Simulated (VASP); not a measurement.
# Mo (Immm) in VASP: single point with PBE

Aim: the single point of Mo with PBE.

Program: VASP 6.6.1. These are calculated values, not measurements. Logs are shortened: lines on timing, memory, paths and dates and some standing lists are left out, and cuts for length are marked.

## (1) The cell of the first run

Symmetry: Immm, No. 71, orthorhombic system. The conventional cell has a = 2.901 Å, b = 3.213 Å, c = 3.350 Å, α = 90.00°, β = 90.00°, γ = 90.00°. Within 3.6 Å of Mo (site symmetry mmm) lie 14 Mo at 2.74 to 3.35 Å.

## (2) Single point, PBE

File INCAR:

```
  ALGO = Fast
  EDIFF = 1E-6
  ENCUT = 520
  GGA = PE
  ISIF = 2
  ISMEAR = 0
  LASPH = True
  LCHARG = False
  LREAL = False
  LWAVE = False
  NBANDS = 36
  NELM = 80
  PREC = Accurate
  SIGMA = 0.1
```

File KPOINTS:

```
k-points
0
Gamma
  6 6 21
```

File POSCAR:

```
Mo
1.0
    6.6994692726      0.0000000000      0.0000000000
   -3.3497346363      5.8019105820      0.0000000000
   -1.6748673182      1.4504776455      1.6066925372
Mo
4
Direct
    0.2500000000      0.5000000000      0.0000000000
    0.0000000000      0.0000000000      0.0000000000
    0.7500000000      0.5000000000      0.0000000000
    0.5000000000      0.0000000000      0.0000000000
```

Potentials or basis: VASP PAW PBE potentials, release 64 (Mo_sv).

On the command line:

```
> cat potpaw_PBE.64/Mo_sv/POTCAR > POTCAR
> mpirun -np 1 vasp_std > vasp.out
```

OUTCAR:

```text
EDIFF = 1E-6
   ENCUT = 520
   GGA = PE
   ISIF = 2
   ISMEAR = 0
   LASPH = True
   LREAL = False
   NELM = 80
   PREC = Accurate

 ion  position               nearest neighbor table
   1  0.250  0.500  0.000-   3 2.74   2 2.74   4 2.74   3 2.74   4 2.74   2 2.74   2 2.90   4 2.90
                             3 3.35   3 3.35
   2  0.000  0.000  0.000-   4 2.74   3 2.74   1 2.74   4 2.74   3 2.74   1 2.74   3 2.90   1 2.90
                             4 3.35   4 3.35
   3  0.750  0.500  0.000-   1 2.74   4 2.74   2 2.74   1 2.74   4 2.74   2 2.74   4 2.90   2 2.90
                             1 3.35   1 3.35
   4  0.500  0.000  0.000-   2 2.74   1 2.74   3 2.74   2 2.74   3 2.74   1 2.74   1 2.90   3 2.90
                             2 3.35   2 3.35

  LATTYP: Found a triclinic cell.
 ALAT       =     4.3291321575
 B/A-ratio  =     1.1391877771
 C/A-ratio  =     2.2569646823
 COS(alpha) =     0.0006254140
 COS(beta)  =     0.4656540760
 COS(gamma) =     0.8330805644

  Lattice vectors:

 A1 = (   0.0000000001,   2.9009552910,  -3.2133850744)
 A2 = (  -1.6748673181,   4.3514329365,  -1.6066925372)
 A3 = (   8.3743365909,   1.4504776455,  -4.8200776116)

Analysis of symmetry for initial positions (statically):
=====================================================================
 Subroutine PRICEL returns following result:

  LATTYP: Found a body centered orthorhombic cell.
 ALAT       =     2.9009552910
 B/A-ratio  =     1.1076989309
 C/A-ratio  =     1.1547005384

  Lattice vectors:

 A1 = (   1.6748673181,  -1.4504776455,   1.6066925372)
 A2 = (   1.6748673182,   1.4504776455,  -1.6066925372)
 A3 = (  -1.6748673182,   1.4504776455,   1.6066925372)

   4 primitive cells build up your supercell.

 Routine SETGRP: Setting up the symmetry group for a
 triclinic supercell.

 Subroutine GETGRP returns: Found  2 space group operations
 (whereof  2 operations were pure point group operations)
 out of a pool of  2 trial point group operations.

The static configuration has the point symmetry S_2 .

Analysis of symmetry for dynamics (positions and initial velocities):
=====================================================================
 Subroutine PRICEL returns following result:

  LATTYP: Found a body centered orthorhombic cell.
 ALAT       =     2.9009552910
 B/A-ratio  =     1.1076989309
 C/A-ratio  =     1.1547005384

  Lattice vectors:

 A1 = (   1.6748673181,  -1.4504776455,   1.6066925372)
 A2 = (   1.6748673182,   1.4504776455,  -1.6066925372)
 A3 = (  -1.6748673182,   1.4504776455,   1.6066925372)

   4 primitive cells build up your supercell.

 Routine SETGRP: Setting up the symmetry group for a
 triclinic supercell.

 Subroutine GETGRP returns: Found  2 space group operations
 (whereof  2 operations were pure point group operations)
 out of a pool of  2 trial point group operations.

The dynamic configuration has the point symmetry S_2 .

 Subroutine INISYM returns: Found  2 space group operations
 (whereof  2 operations are pure point group operations),
 and found     4 'primitive' translations

----------------------------------------------------------------------------------------

                                     Primitive cell

  volume of cell :      15.6129

  direct lattice vectors                    reciprocal lattice vectors
     1.674867318 -1.450477645  1.606692537     0.298531110  0.000000000  0.311198309
     1.674867318  1.450477645 -1.606692537     0.298531110  0.344714034  0.000000000
    -1.674867318  1.450477645  1.606692537    -0.000000000  0.344714034  0.311198309

  length of vectors
     2.736882687  2.736882687  2.736882687     0.431236839  0.456013803  0.464405160

  position of ions in fractional coordinates (direct lattice)
     0.000000000  0.000000000  0.000000000

  ion indices of the primitive-cell ions
   primitive index   ion index
                 1           1

----------------------------------------------------------------------------------------

 KPOINTS: k-points

Automatic generation of k-mesh.
 Grid dimensions read from file:
 generate k-points for:    6    6   21

 Generating k-lattice:

  Cartesian coordinates                     Fractional coordinates (reciprocal lattice)
     0.024877593  0.014363085  0.012966596     0.166666667  0.000000000 -0.000000000
     0.000000000  0.028726169 -0.025933192     0.000000000  0.166666667  0.000000000
     0.000000000  0.000000000  0.029637934     0.000000000  0.000000000  0.047619048

  Length of vectors
     0.031517066  0.038700430  0.029637934

  Shift w.r.t. Gamma in fractional coordinates (k-lattice)
     0.000000000  0.000000000  0.000000000

 Subroutine IBZKPT returns following result:
 ===========================================

 Found    380 irreducible k-points:

 Following reciprocal coordinates:
            Coordinates               Weight
  0.000000  0.000000  0.000000      1.000000
  0.166667  0.000000  0.000000      2.000000
  0.333333  0.000000  0.000000      2.000000
  0.500000  0.000000 -0.000000      1.000000
  0.000000  0.166667 -0.000000      2.000000
  0.166667  0.166667  0.000000      2.000000
[... 16 lines left out ...]
  0.333333  0.000000  0.047619      2.000000
  0.500000  0.000000  0.047619      2.000000
 [... further k-points ...]
   k-points           NKPTS =    380   k-points in BZ     NKDIM =    380   number of bands    NBANDS=     36
   number of dos      NEDOS =    301   number of ions     NIONS =      4
   total plane-waves  NPLWV =  50000
   dimension x,y,z NGX =    50 NGY =   50 NGZ =   20
   dimension x,y,z NGXF=   100 NGYF=  100 NGZF=   40
   ions per type =               4
   NGX,Y,Z   is equivalent  to a cutoff of  12.41, 12.41, 12.15 a.u.
   NGXF,Y,Z  is equivalent  to a cutoff of  24.81, 24.81, 24.30 a.u.
 SYSTEM =  unknown system
   PREC   = accura    normal or accurate (medium, high low for compatibility)
   ISTART =      0    job   : 0-new  1-cont  2-samecut
   ICHARG =      2    charge: 1-file 2-atom 10-const
   ISPIN  =      1    spin polarized calculation?
   LNONCOLLINEAR =      F non collinear calculations
   LSORBIT =      F    spin-orbit coupling
   LASPH  =      T    aspherical Exc in radial PAW
   ENCUT  =  520.0 eV  38.22 Ry    6.18 a.u.  12.46 12.46  5.09*2*pi/ulx,y,z
   NELM   =     80;   NELMIN=  2; NELMDL= -5     # of ELM steps
   EDIFF  = 0.1E-05   stopping-criterion for ELM
   LREAL  =      F    real-space projection
   EDIFFG = 0.1E-04   stopping-criterion for IOM
   NSW    =      0    number of steps for IOM
   IBRION =     -1    ionic relax: 0-MD 1-quasi-New 2-CG
   NFREE  =      0    steps in history (QN), initial steepest desc. (CG)
   ISIF   =      2    stress and relaxation
   ISYM   =      2    0-nonsym 1-usesym 2-fastsym
   POTIM  = 0.5000    time-step for ionic-motion
   TEBEG  =    0.0;   TEEND  =   0.0 temperature during run
   PSTRESS=    0.0 pullay stress
   NELECT =      56.0000    total number of electrons
   NUPDOWN=      -1.0000    fix difference up-down
   EMIN   =  10.00;   EMAX   =-10.00  energy-range for DOS
   EFERMI =   0.00;   METHOD = LEGACY
   ISMEAR =     0;   SIGMA  =   0.10  broadening in eV -4-tet -1-fermi 0-gaus
   EFERMI_NEDOS =   21; number of points for ismear=-14 and -15
   IALGO  =     68    algorithm
   IMIX   =      4    mixing-type and parameters
     AMIX     =   0.40;   BMIX     =  1.00
     AMIX_MAG =   1.60;   BMIX_MAG =  1.00
  volume/ion in A,a.u.               =      15.61       105.36
  Fermi-wavevector in a.u.,A,eV,Ry     =   1.578663  2.983241 33.908126  2.492177
  Thomas-Fermi vector in A             =   2.679160
   LORBIT       =      0    0 simple, 1 ext, 2 COOP (PROOUT), +10 PAW based schemes
   GGA     = PE    functional components
   LHFCALC =     F    Hartree Fock is set to
   AEXX    =    0.0000 exact exchange contribution
   IVDW    =     0    specifies the selected vdW correction
   LEPSILON=     F    determine dielectric tensor
   LRPA    =     F    only Hartree local field effects (RPA)
 non-spin polarized calculation
 RMM-DIIS sequential band-by-band and
 Gauss-broadening in eV      SIGMA  =   0.10
  energy-cutoff  :      520.00
  volume of cell :       62.45
 maximum number of plane-waves:      1707
 NGX is ok and might be reduce to    50
   NGX = 25   NGY = 25   NGZ = 11

 number of electron      56.0000001 magnetization

 Free energy of the ion-electron system (eV)
  ---------------------------------------------------
  ext. energy  EPLUGINS =         0.00000000
  ---------------------------------------------------
  free energy    TOTEN  =       -43.11118708 eV

  energy without entropy =      -43.09404449  energy(sigma->0) =      -43.10261578

 E-fermi :  12.5622     XC(G=0): -13.3906

 val. band max:       12.5618773249   @ k =   0.5000   0.3333   0.4286
 cond. band min:      12.5623490528   @ k =   0.1667  -0.3333   0.4286
 fundamental gap:      0.0004717279
 Fermi energy:        12.5621954840

 k-point     1 :       0.0000    0.0000    0.0000
  band No.  band energies     occupation
      1     -48.6400      2.00000
      2     -48.3784      2.00000
      3     -48.3784      2.00000
      4     -48.3509      2.00000
      5     -23.2923      2.00000
      6     -23.0354      2.00000
[... 28 lines left out ...]
     35      14.8228      0.00000
     36      15.0823      0.00000

 k-point     2 :       0.1667    0.0000    0.0000
  band No.  band energies     occupation
      1     -48.6274      2.00000
      2     -48.4244      2.00000
      3     -48.3483      2.00000
      4     -48.3479      2.00000
      5     -23.2627      2.00000
      6     -23.0157      2.00000
[... 28 lines left out ...]
     35      14.7325      0.00000
     36      14.9919      0.00000

 k-point     3 :       0.3333    0.0000    0.0000
  band No.  band energies     occupation
      1     -48.5921      2.00000
      2     -48.4811      2.00000
      3     -48.3408      2.00000
      4     -48.3348      2.00000
      5     -23.1770      2.00000
      6     -22.8904      2.00000
[... 28 lines left out ...]
     35      14.8215      0.00000
     36      15.1803      0.00000
[... 742 lines left out ...]
 k-point    23 :       0.3333    0.0000    0.0476
  band No.  band energies     occupation
      1     -48.5674      2.00000
      2     -48.4947      2.00000
      3     -48.3468      2.00000
      4     -48.3308      2.00000
      5     -23.1358      2.00000
      6     -22.9668      2.00000
[... 28 lines left out ...]
     35      14.6765      0.00000
     36      14.7525      0.00000

 k-point    24 :       0.5000    0.0000    0.0476
  band No.  band energies     occupation
      1     -48.5527      2.00000
      2     -48.5144      2.00000
      3     -48.3493      2.00000
      4     -48.3233      2.00000
      5     -23.0711      2.00000
      6     -23.0326      2.00000
[... 28 lines left out ...]
     35      14.7056      0.00000
     36      14.7093      0.00000

 [... further k-points ...]
[... 5 lines left out ...]
  --------------------------------------------------------------------------------------
  -------------------------------------------------------------------------------------
  Total       -3.7714937     10.7052630     -0.4816486     -0.0018446     -0.0199264      0.0144867
  in kB      -96.7564135    274.6399529    -12.3565352     -0.0473225     -0.5112039      0.3716509
  external PRESSURE =      55.1756680 kB  Pullay stress =       0.0000000 kB

 VOLUME and BASIS-vectors are now :
 -----------------------------------------------------------------------------
  energy-cutoff  :      520.00
  volume of cell :       62.45
      direct lattice vectors                 reciprocal lattice vectors
     6.699469273  0.000000000  0.000000000     0.149265555  0.086178508  0.077799577
    -3.349734636  5.801910582  0.000000000     0.000000000  0.172357017 -0.155599154
    -1.674867318  1.450477645  1.606692537     0.000000000  0.000000000  0.622396617

 POSITION                                       TOTAL-FORCE (eV/Angst)
 -----------------------------------------------------------------------------------
      0.00000      2.90096      0.00000        -0.000000      0.000000     -0.000000
      0.00000      0.00000      0.00000         0.000000      0.000000      0.000000
      3.34973      2.90096      0.00000        -0.000000      0.000000     -0.000000
      3.34973      0.00000      0.00000         0.000000     -0.000000     -0.000000
 -----------------------------------------------------------------------------------
    total drift:                                0.000000     -0.000000     -0.000000

  FREE ENERGIE OF THE ION-ELECTRON SYSTEM (eV)
  ---------------------------------------------------
  free  energy   TOTEN  =       -43.1111870812 eV

  energy  without entropy=      -43.0940444868  energy(sigma->0) =      -43.10261578
```

Wall time 30 min (1 thread of Intel Xeon 8259CL, shared host); peak memory 0.67 GiB.

Results:

```
Free energy            : -43.1112 eV
Pressure               : 5.5 GPa
Band gap on the k mesh : zero (bands 28 and 29 overlap by 2.68 eV)
```

Caveat: the stress differs along the axes, from -10 to 27 GPa.
